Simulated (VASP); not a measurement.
TiAl3, 4 atoms in the cell. It takes space group P4mm (No. 99, tetragonal). The conventional cell has a = 3.948 Å, b = 3.948 Å, c = 3.948 Å, α = 90.00°, β = 90.00°, γ = 90.00°. Within 3.5 Å of Ti (site symmetry 4mm) lie 12 Al at 2.67 to 2.92 Å. Al (site symmetry 2mm) has 4 Ti at 2.67 to 2.92 Å and 8 Al at 2.79 Å within 3.5 Å. Within 3.7 Å of Al (site symmetry 4mm) lie 8 Al at 2.79 Å and 4 Ti at 2.80 Å.  This cell differs from its parent crystal: atom 1 (Ti) moved +0.180 Å towards its neighbour atom 1 (Ti) at 3.948 Å.

* Program: VASP 6.6.1
* Task: single point
* Functional: PBEsol
* Potentials or basis: VASP PAW PBE potentials, release 64 (Ti_sv, Al)
* Cutoff: 520 eV
* k mesh: 12 × 12 × 12
* Occupations: gaussian, width 0.15 eV
* Spin: no spin polarisation
* Dipole correction: no
* Further INCAR settings: ALGO = Fast; EDIFF = 1e-07; NBANDS = 18

Potentials or basis: VASP PAW PBE potentials, release 64 (Ti_sv, Al).

The run is started by

```sh
$ cat potpaw_PBE.64/Ti_sv/POTCAR potpaw_PBE.64/Al/POTCAR > POTCAR
$ mpirun -np 1 vasp_std > vasp.out
```

Hardware: 1 thread of Intel(R) Xeon(R) Platinum 8488C (Sapphire Rapids), with other jobs on the host.

Q: How long does it take, and how much memory?

A: Run time: 4.7 min on 1 thread of Intel(R) Xeon(R) Platinum 8488C (Sapphire Rapids), on a shared host, peak memory 0.31 GiB. Counts: scf iterations 32, k points 196.
